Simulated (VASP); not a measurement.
# Sc2TaMo2C5 (P1) in VASP: further runs

Sc2TaMo2C5 is run at these levels: PBE; tasks: single point.

Program: VASP 6.6.1. These are calculated values, not measurements. Logs are shortened: lines on timing, memory, paths and dates and some standing lists are left out, and cuts for length are marked.

**1. The cell of the first run**

The typed cell holds 20 atoms: a = 5.491 Å, b = 5.470 Å, c = 8.310 Å, α = 83.83°, β = 70.81°, γ = 70.67°.

**2. Single point, PBE**

Contents of INCAR:

```
SYSTEM = Sc2TaMo2C5
  ALGO = Normal
  EDIFF = 1E-7
  ENCUT = 520
  GGA = PE
  ISIF = 2
  ISMEAR = 0
  ISYM = 0
  LASPH = .TRUE.
  LCHARG = .TRUE.
  LELF = .TRUE.
  LREAL = Auto
  LVHAR = .TRUE.
  LWAVE = .FALSE.
  NBANDS = 97
  NELM = 100
  PREC = Accurate
  SIGMA = 0.1
```

Contents of KPOINTS:

```
Automatic mesh
0
Gamma
  3 3 2
  0 0 0.5
```

Contents of POSCAR:

```
Sc2TaMo2C5
1.0
    2.2442390156      2.2509746455      4.4771355317
   -2.2387803840     -2.2307979146      4.4643178504
    6.6725193338     -4.4233539538      2.2293689538
C Sc Mo Ta
10 4 4 2
Direct
    0.9570286374      0.7526419482      0.5979879742
    0.8481818833      0.2421683251      0.8039526634
    0.3467258605      0.7571333729      0.8037525363
    0.7395665797      0.7596243938      0.0000394321
    0.1622247506      0.7491403488      0.1981494277
    0.0657088833      0.2409517935      0.3992059322
    0.5352496781      0.7574672693      0.3998815205
    0.4466327426      0.2473157031      0.5980994827
    0.2614028657      0.2371706217     -0.0007848202
    0.6395970220      0.2500979147      0.1980121651
    0.0987460552      0.4989355688      0.8022011760
    0.8015400357      0.9992212713      0.3978703880
    0.7022172677      0.5001039201      0.5983960412
    0.8999359979      0.4993929824      0.2015238470
    0.1993593991     -0.0041484306      0.6013528886
    0.6018502033      1.0037386329      0.7880508363
    0.3943467581      1.0000901229      0.2092152612
    0.2995458958      0.4962414951      0.4079317194
    0.9978739900      0.9991951603      0.0011206675
    0.5012157121      0.5015350352     -0.0025247039
```

Potentials or basis: VASP PAW PBE potentials, release 64 (C, Sc_sv, Mo_sv, Ta_pv).

On the command line:

```bash
$ cat potpaw_PBE.64/C/POTCAR potpaw_PBE.64/Sc_sv/POTCAR potpaw_PBE.64/Mo_sv/POTCAR potpaw_PBE.64/Ta_pv/POTCAR > POTCAR
$ mpirun -np 1 vasp_std > vasp.out
```

OUTCAR:

```text
SYSTEM = Sc2TaMo2C5
   EDIFF = 1E-7
   ENCUT = 520
   GGA = PE
   ISIF = 2
   ISMEAR = 0
   ISYM = 0
   LASPH = .TRUE.
   LREAL = Auto
   NELM = 100
   PREC = Accurate

 ion  position               nearest neighbor table
   1  0.957  0.753  0.598-  15 2.18  18 2.19  16 2.20  12 2.24  11 2.25  13 2.27
   2  0.848  0.242  0.804-  19 2.20  16 2.21  20 2.22  15 2.24  11 2.26  13 2.28
   3  0.347  0.757  0.804-  19 2.20  16 2.21  20 2.21  15 2.22  11 2.27  13 2.28
   4  0.740  0.760  0.000-  20 2.23  19 2.23  17 2.24  11 2.27  16 2.27  14 2.29
   5  0.162  0.749  0.198-  17 2.19  20 2.20  19 2.24  12 2.25  18 2.28  14 2.28
   6  0.066  0.241  0.399-  17 2.12  15 2.20  18 2.21  12 2.27  14 2.27  13 2.28
   7  0.535  0.757  0.400-  17 2.13  15 2.18  18 2.21  12 2.27  14 2.28  13 2.28
   8  0.447  0.247  0.598-  18 2.16  16 2.16  15 2.22  12 2.24  11 2.25  13 2.27
   9  0.261  0.237  0.999-  16 2.22  17 2.23  19 2.24  20 2.25  11 2.27  14 2.29
  10  0.640  0.250  0.198-  17 2.19  20 2.21  19 2.24  18 2.25  12 2.26  14 2.29
  11  0.099  0.499  0.802-   8 2.25   1 2.25   2 2.26   4 2.27   3 2.27   9 2.27  18 3.09  14 3.13
                            20 3.14  16 3.14  15 3.15  19 3.15  20 3.15  19 3.15  13 3.17  15 3.17
  12  0.802  0.999  0.398-   1 2.24   8 2.24   5 2.25  10 2.26   6 2.27   7 2.27  16 3.06  19 3.11
                            17 3.12  17 3.12  14 3.14  14 3.14  18 3.15  13 3.15  13 3.16  15 3.17
  13  0.702  0.500  0.598-   1 2.27   8 2.27   2 2.28   7 2.28   6 2.28   3 2.28  16 3.11  14 3.11
                            18 3.12  16 3.12  20 3.13  18 3.13  12 3.15  12 3.16  15 3.16  11 3.17
  14  0.900  0.499  0.202-   6 2.27   7 2.28   5 2.28  10 2.29   4 2.29   9 2.29  13 3.11  11 3.13
                            12 3.14  12 3.14  19 3.15  19 3.16  17 3.16  20 3.18  17 3.18  20 3.18
  15  0.199  0.996  0.601-   1 2.18   7 2.18   6 2.20   3 2.22   8 2.22   2 2.24  17 3.08  16 3.10
                            18 3.12  16 3.12  19 3.14  18 3.14  11 3.15  13 3.16  12 3.17  11 3.17
  16  0.602  0.004  0.788-   8 2.16   1 2.20   2 2.21   3 2.21   9 2.22   4 2.27  12 3.06  15 3.10
                            13 3.11  13 3.12  15 3.12  11 3.14  20 3.18  20 3.20  11 3.20  19 3.21
  17  0.394  0.000  0.209-   6 2.12   7 2.13   5 2.19  10 2.19   9 2.23   4 2.24  15 3.08  12 3.12
                            12 3.12  18 3.13  18 3.16  14 3.16  14 3.18  20 3.19  19 3.19  19 3.20
  18  0.300  0.496  0.408-   8 2.16   1 2.19   7 2.21   6 2.21  10 2.25   5 2.28  11 3.09  15 3.12
                            13 3.12  13 3.13  17 3.13  15 3.14  12 3.15  17 3.16  14 3.18  12 3.19
  19  0.998  0.999  0.001-   2 2.20   3 2.20   4 2.23  10 2.24   9 2.24   5 2.24  12 3.11  15 3.14
                            11 3.15  11 3.15  14 3.15  14 3.16  20 3.17  20 3.17  17 3.19  17 3.20
  20  0.501  0.502  0.997-   5 2.20  10 2.21   3 2.21   2 2.22   4 2.23   9 2.25  13 3.13  11 3.14
                            11 3.15  19 3.17  19 3.17  14 3.18  14 3.18  16 3.18  17 3.19  16 3.20

IMPORTANT INFORMATION: All symmetrisations will be switched off!
NOSYMM: (Re-)initialisation of all symmetry stuff for point group C_1.

----------------------------------------------------------------------------------------

                                     Primitive cell

  volume of cell :     222.4228

  direct lattice vectors                    reciprocal lattice vectors
     2.244239016  2.250974645  4.477135532     0.066422994  0.156365801  0.111445246
    -2.238780384 -2.230797915  4.464317850    -0.111599222 -0.111816504  0.112159090
     6.672519334 -4.423353954  2.229368954     0.090083632 -0.090109117  0.000148340

  length of vectors
     5.490741132  5.469801716  8.310154053     0.203180513  0.193744622  0.127415603

  position of ions in fractional coordinates (direct lattice)
     0.957028637  0.752641948  0.597987974
     0.848181883  0.242168325  0.803952663
     0.346725861  0.757133373  0.803752536
     0.739566580  0.759624394  0.000039432
     0.162224751  0.749140349  0.198149428
     0.065708883  0.240951794  0.399205932
[... 12 lines left out ...]
     0.997873990  0.999195160  0.001120667
     0.501215712  0.501535035  0.997475296

  ion indices of the primitive-cell ions
   primitive index   ion index
                 1           1
                 2           2
                 3           3
                 4           4
                 5           5
                 6           6
[... 12 lines left out ...]
                19          19
                20          20

----------------------------------------------------------------------------------------

 KPOINTS: Automatic mesh

Automatic generation of k-mesh.
 Grid dimensions read from file:
 generate k-points for:    3    3    2

 Generating k-lattice:

  Cartesian coordinates                     Fractional coordinates (reciprocal lattice)
     0.022140998  0.052121934  0.037148415     0.333333333  0.000000000 -0.000000000
    -0.037199741 -0.037272168  0.037386363    -0.000000000  0.333333333  0.000000000
     0.045041816 -0.045054559  0.000074170     0.000000000  0.000000000  0.500000000

  Length of vectors
     0.067726838  0.064581541  0.063707801

  Shift w.r.t. Gamma in fractional coordinates (k-lattice)
     0.000000000  0.000000000  0.500000000

 Subroutine IBZKPT returns following result:
 ===========================================

 Found      9 irreducible k-points:

 Following reciprocal coordinates:
            Coordinates               Weight
  0.000000  0.000000  0.250000      2.000000
  0.333333  0.000000  0.250000      2.000000
 -0.333333  0.000000  0.250000      2.000000
  0.000000  0.333333  0.250000      2.000000
  0.333333  0.333333  0.250000      2.000000
 -0.333333  0.333333  0.250000      2.000000
  0.000000 -0.333333  0.250000      2.000000
  0.333333 -0.333333  0.250000      2.000000
 -0.333333 -0.333333  0.250000      2.000000
   k-points           NKPTS =      9   k-points in BZ     NKDIM =      9   number of bands    NBANDS=     97
   number of dos      NEDOS =    301   number of ions     NIONS =     20
   total plane-waves  NPLWV = 112896
   dimension x,y,z NGX =    42 NGY =   42 NGZ =   64
   dimension x,y,z NGXF=    84 NGYF=   84 NGZF=  128
   ions per type =              10   4   4   2
   NGX,Y,Z   is equivalent  to a cutoff of  12.72, 12.77, 12.80 a.u.
   NGXF,Y,Z  is equivalent  to a cutoff of  25.43, 25.53, 25.61 a.u.
 SYSTEM =  Sc2TaMo2C5
   PREC   = accura    normal or accurate (medium, high low for compatibility)
   ISTART =      0    job   : 0-new  1-cont  2-samecut
   ICHARG =      2    charge: 1-file 2-atom 10-const
   ISPIN  =      1    spin polarized calculation?
   LNONCOLLINEAR =      F non collinear calculations
   LSORBIT =      F    spin-orbit coupling
   LASPH  =      T    aspherical Exc in radial PAW
   ENCUT  =  520.0 eV  38.22 Ry    6.18 a.u.  10.21 10.17 15.45*2*pi/ulx,y,z
   NELM   =    100;   NELMIN=  2; NELMDL= -5     # of ELM steps
   EDIFF  = 0.1E-06   stopping-criterion for ELM
   LREAL  =      T    real-space projection
   EDIFFG = 0.1E-05   stopping-criterion for IOM
   NSW    =      0    number of steps for IOM
   IBRION =     -1    ionic relax: 0-MD 1-quasi-New 2-CG
   NFREE  =      0    steps in history (QN), initial steepest desc. (CG)
   ISIF   =      2    stress and relaxation
   ISYM   =      0    0-nonsym 1-usesym 2-fastsym
   POTIM  = 0.5000    time-step for ionic-motion
   TEBEG  =    0.0;   TEEND  =   0.0 temperature during run
   PSTRESS=    0.0 pullay stress
   NELECT =     162.0000    total number of electrons
   NUPDOWN=      -1.0000    fix difference up-down
   EMIN   =  10.00;   EMAX   =-10.00  energy-range for DOS
   EFERMI =   0.00;   METHOD = LEGACY
   ISMEAR =     0;   SIGMA  =   0.10  broadening in eV -4-tet -1-fermi 0-gaus
   EFERMI_NEDOS =   21; number of points for ismear=-14 and -15
   IALGO  =     38    algorithm
   IMIX   =      4    mixing-type and parameters
     AMIX     =   0.40;   BMIX     =  1.00
     AMIX_MAG =   1.60;   BMIX_MAG =  1.00
  volume/ion in A,a.u.               =      11.12        75.05
  Fermi-wavevector in a.u.,A,eV,Ry     =   1.472946  2.783464 29.518781  2.169569
  Thomas-Fermi vector in A             =   2.587899
   LORBIT       =      0    0 simple, 1 ext, 2 COOP (PROOUT), +10 PAW based schemes
   GGA     = PE    functional components
   LHFCALC =     F    Hartree Fock is set to
   AEXX    =    0.0000 exact exchange contribution
   IVDW    =     0    specifies the selected vdW correction
   LEPSILON=     F    determine dielectric tensor
   LRPA    =     F    only Hartree local field effects (RPA)
 non-spin polarized calculation
 Gauss-broadening in eV      SIGMA  =   0.10
  energy-cutoff  :      520.00
  volume of cell :      222.42
 maximum number of plane-waves:      6004
 NGX is ok and might be reduce to    42
   NGX = 21   NGY = 21   NGZ = 31

 number of electron     161.9999997 magnetization

 Free energy of the ion-electron system (eV)
  ---------------------------------------------------
  ext. energy  EPLUGINS =         0.00000000
  ---------------------------------------------------
  free energy    TOTEN  =      -192.80981853 eV

  energy without entropy =     -192.77271420  energy(sigma->0) =     -192.79126636

 E-fermi :   8.7895     XC(G=0): -12.7541

 val. band max:        8.7866643715   @ k =   0.0000  -0.3333   0.2500
 cond. band min:       8.8436900440   @ k =   0.3333  -0.3333   0.2500
 fundamental gap:      0.0570256725
 Fermi energy:         8.7895475369

 k-point     1 :       0.0000    0.0000    0.2500
  band No.  band energies     occupation
      1     -53.0359      2.00000
      2     -53.0119      2.00000
      3     -53.0065      2.00000
      4     -52.9477      2.00000
      5     -39.6344      2.00000
      6     -39.5161      2.00000
[... 85 lines left out ...]
     92      10.9155      0.00000
     93      11.0140      0.00000

 k-point     2 :       0.3333    0.0000    0.2500
  band No.  band energies     occupation
      1     -53.0359      2.00000
      2     -53.0113      2.00000
      3     -53.0051      2.00000
      4     -52.9497      2.00000
      5     -39.6346      2.00000
      6     -39.5077      2.00000
[... 757 lines left out ...]
     92      10.8347      0.00000
     93      11.0992      0.00000
 [bands above 93 left out]

------------------------ aborting loop because EDIFF is reached ----------------------------------------

  FORCE on cell =-STRESS in cart. coord.  units (eV):
  Direction    XX          YY          ZZ          XY          YZ          ZX
  --------------------------------------------------------------------------------------
  -------------------------------------------------------------------------------------
  Total        0.8105591      0.8187183      0.8036956      0.0022269     -0.0484759      0.0224395
  in kB        5.8386983      5.8974710      5.7892580      0.0160413     -0.3491862      0.1616380
  external PRESSURE =       5.8418091 kB  Pullay stress =       0.0000000 kB

 VOLUME and BASIS-vectors are now :
 -----------------------------------------------------------------------------
  energy-cutoff  :      520.00
  volume of cell :      222.42
      direct lattice vectors                 reciprocal lattice vectors
     2.244239016  2.250974645  4.477135532     0.066422994  0.156365801  0.111445246
    -2.238780384 -2.230797915  4.464317850    -0.111599222 -0.111816504  0.112159090
     6.672519334 -4.423353954  2.229368954     0.090083632 -0.090109117  0.000148340

 POSITION                                       TOTAL-FORCE (eV/Angst)
 -----------------------------------------------------------------------------------
      4.45289     -2.16986      8.97792         0.005587     -0.002771      0.019192
      6.72575     -2.18716      6.67085         0.009771      0.014667     -0.019657
      4.44613     -4.46382      6.72428        -0.015532      0.000902      0.017019
     -0.04060     -0.03000      6.70243        -0.018786     -0.021944     -0.000133
      0.00907     -2.18250      4.51245         0.009020      0.013572      0.006778
      2.27174     -2.15543      2.25985         0.006004      0.016278      0.008411
[... 12 lines left out ...]
      0.00997      0.01223      8.93084        -0.003214     -0.002013      0.004272
      6.65769     -4.40279      6.70676         0.001860     -0.006232      0.002187
 -----------------------------------------------------------------------------------
    total drift:                               -0.007685      0.013116     -0.009837

  FREE ENERGIE OF THE ION-ELECTRON SYSTEM (eV)
  ---------------------------------------------------
  free  energy   TOTEN  =      -192.8098185322 eV

  energy  without entropy=     -192.7727141960  energy(sigma->0) =     -192.79126636
```

Run time: 17 min. Hardware: 1 thread of Intel Xeon 8259CL, shared host; peak memory 0.4 GiB.

What came out:

- Free energy: -192.8098 eV
- Pressure: 0.6 GPa
- Largest force: 0.035 eV/Å
- Band gap on the k mesh: zero (bands 81 and 82 overlap by 0.16 eV)

Forces in eV/Å, atoms in the order of the input:
```
C    0.006 -0.003  0.019
C    0.010  0.015 -0.020
C   -0.016  0.001  0.017
C   -0.019 -0.022  0.000
C    0.009  0.014  0.007
C    0.006  0.016  0.008
C   -0.024 -0.018 -0.019
C    0.003  0.000 -0.026
C    0.010  0.024  0.011
C    0.002 -0.025 -0.025
Sc  -0.009 -0.010 -0.001
Sc   0.004  0.007  0.009
Sc  -0.002 -0.002 -0.005
Sc   0.009  0.004  0.004
Mo  -0.002 -0.007  0.001
Mo   0.012  0.006  0.009
Mo   0.007  0.009  0.006
Mo  -0.005  0.000 -0.004
Ta  -0.003 -0.002  0.004
Ta   0.002 -0.006  0.002
```

Caveat: the k points lie up to 0.43 Å⁻¹ apart; spin-orbit coupling is left out, which moves the levels of the heavy elements.

**3. Single point, PBE**

Contents of INCAR:

```
SYSTEM = Sc2TaMo2C5
  ALGO = Normal
  EDIFF = 1E-6
  ENCUT = 520
  GGA = PE
  ISIF = 2
  ISMEAR = 0
  ISYM = 0
  LASPH = .True.
  LCHARG = .True.
  LELF = .True.
  LREAL = Auto
  LVHAR = .True.
  LWAVE = .False.
  NBANDS = 97
  NELM = 100
  PREC = Accurate
  SIGMA = 0.1
```

Contents of KPOINTS:

```
k-points
0
Gamma
  4 4 3
  0 0 0
```

Contents of POSCAR:

```
Sc2TaMo2C5
1.0
    2.2425557738      2.2435986543      4.4759384102
   -2.2312447140     -2.2331089234      4.4650255800
    6.6764173874     -4.4369528200      2.2384347660
C Sc Mo Ta
10 4 4 2
Direct
    0.9557472153      0.7522939610      0.5986422464
    0.8492471274      0.2414835798      0.8038604999
    0.3468414517      0.7573008068      0.8038197309
    0.7390817445      0.7606792943     -0.0006286637
    0.1626148596      0.7487555643      0.1981790827
    0.0661890411      0.2407269955      0.3994472687
    0.5343942514      0.7580958653      0.3994955582
    0.4457821283      0.2464765680      0.5986432759
    0.2616500543      0.2381065499      0.9993983309
    0.6391826548      0.2499729840      0.1981649325
    0.0987809363      0.4993853052      0.8025593514
    0.8012695584      0.9993993804      0.3976237044
    0.7011489265      0.4993924211      0.5978837629
    0.8992982770      0.4995133147      0.2013565347
    0.1990086419      0.9993223613      0.6021619740
    0.6069241982     -0.0005761741      0.7861921749
    0.3952769194     -0.0004873001      0.2094014718
    0.2959691582      0.4993195653      0.4081563302
    0.9991490933      0.9993820875      0.0017644286
    0.5013939807      0.4994743194      0.9973124400
```

Potentials or basis: VASP PAW PBE potentials, release 64 (C, Sc_sv, Mo_sv, Ta_pv).

On the command line:

```bash
$ cat potpaw_PBE.64/C/POTCAR potpaw_PBE.64/Sc_sv/POTCAR potpaw_PBE.64/Mo_sv/POTCAR potpaw_PBE.64/Ta_pv/POTCAR > POTCAR
$ mpirun -np 1 vasp_std > vasp.out
```

Wall time 42 min (1 thread of Intel Xeon 8259CL, shared host); peak memory 0.55 GiB.

It converged, with:

```yaml
Free_energy: -192.8354 eV
Pressure: 0.7 GPa
Largest_force: 0.034 eV/Å
Band_gap_on_the_k_mesh: zero (bands 81 and 82 overlap by 0.60 eV)
```

Forces on the atoms (eV/Å):
```
C   -0.013  0.021  0.023
C   -0.009  0.007 -0.012
C   -0.023  0.009  0.016
C   -0.025 -0.009  0.005
C    0.008  0.004  0.007
C    0.012  0.028  0.011
C   -0.013 -0.018 -0.015
C   -0.011  0.005 -0.013
C    0.012  0.006  0.008
C    0.004 -0.013 -0.011
Sc   0.010 -0.002  0.001
Sc  -0.002 -0.004  0.003
Sc   0.019 -0.004 -0.005
Sc   0.007  0.001 -0.002
Mo   0.011 -0.001 -0.004
Mo   0.005  0.008 -0.004
Mo   0.006 -0.011  0.005
Mo  -0.014 -0.021 -0.003
Ta   0.015  0.001 -0.006
Ta   0.003 -0.009 -0.007
```

Stress tensor (GPa, compression positive):
```
 0.76  0.00 -0.03
 0.00  0.58  0.00
-0.03  0.00  0.67
```

Levels at points of the mesh, in eV from the Fermi level:
| k point | band 77 | band 78 | band 79 | band 80 | band 81 | band 82 | band 83 | band 84 | band 85 | band 86 |
| --- | --- | --- | --- | --- | --- | --- | --- | --- | --- | --- |
| (0.00, 0.00, 0.00) | -0.69 | -0.61 | -0.43 | 0.11 | 0.40 | 0.46 | 0.46 | 0.48 | 0.65 | 1.26 |
| (0.50, 0.00, 0.00) | -1.90 | -1.76 | -0.62 | -0.34 | -0.09 | 0.27 | 0.42 | 0.64 | 0.92 | 1.04 |
| (0.00, 0.50, 0.00) | -1.99 | -1.80 | -0.62 | -0.14 | 0.05 | 0.22 | 0.55 | 0.59 | 0.76 | 0.99 |
| (0.50, 0.50, 0.00) | -1.37 | -1.07 | -0.91 | -0.80 | -0.77 | -0.18 | 0.00 | 0.55 | 0.84 | 1.02 |

Caveat: spin-orbit coupling is left out, which moves the levels of the heavy elements.
